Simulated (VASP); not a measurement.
Here is a VASP 6.6.1 calculation.

Contents of INCAR:

```
PREC     = Accurate       # precision mode
ENCUT    = 520            # plane-wave cutoff, eV
EDIFF    = 1E-6           # SCF threshold, eV
ISMEAR   = 0              # smearing method
SIGMA    = 0.1            # smearing width, eV
LREAL    = F              # projectors in reciprocal space
LASPH    = T              # aspherical terms in the spheres
NELM     = 80             # most SCF steps
ALGO     = Normal         # electronic algorithm
ISIF     = 2              # what is computed and relaxed
LWAVE    = F              # write WAVECAR
LCHARG   = F              # write CHGCAR
GGA      = PE             # functional
NBANDS   = 30             # bands
```

Contents of KPOINTS:

```
Automatic mesh
0
Gamma
  4 4 4
```

The input POSCAR:

```
Hf3Ru
1.0
    4.1220140315      0.0000000000      0.0000000000
    0.0000000000      4.1220140315      0.0000000000
    0.0000000000      0.0000000000      4.1220140315
Hf Ru
3 1
Direct
    0.0000000000      0.5000000000      0.5000000000
    0.5000000000      0.0000000000      0.5000000000
    0.5000000000      0.5000000000      0.0000000000
    0.0000000000      0.0000000000      0.0000000000
```

Potentials or basis: VASP PAW PBE potentials, release 64 (Hf_pv, Ru_pv).

Command:

```console
$ cat potpaw_PBE.64/Hf_pv/POTCAR potpaw_PBE.64/Ru_pv/POTCAR > POTCAR
$ mpirun -np 1 vasp_std > vasp.out
```

Problem. What does it give for the band gap on the k mesh?

Solution. Zero (bands 22 and 23 overlap by 1.91 eV).

Problem. Estimate the pressure.

Solution. 19.8 GPa.

Caveat: the k points lie up to 0.38 Å⁻¹ apart, too coarse for converged energies and pressures of a metal; spin-orbit coupling is left out, which moves the levels of the heavy elements.
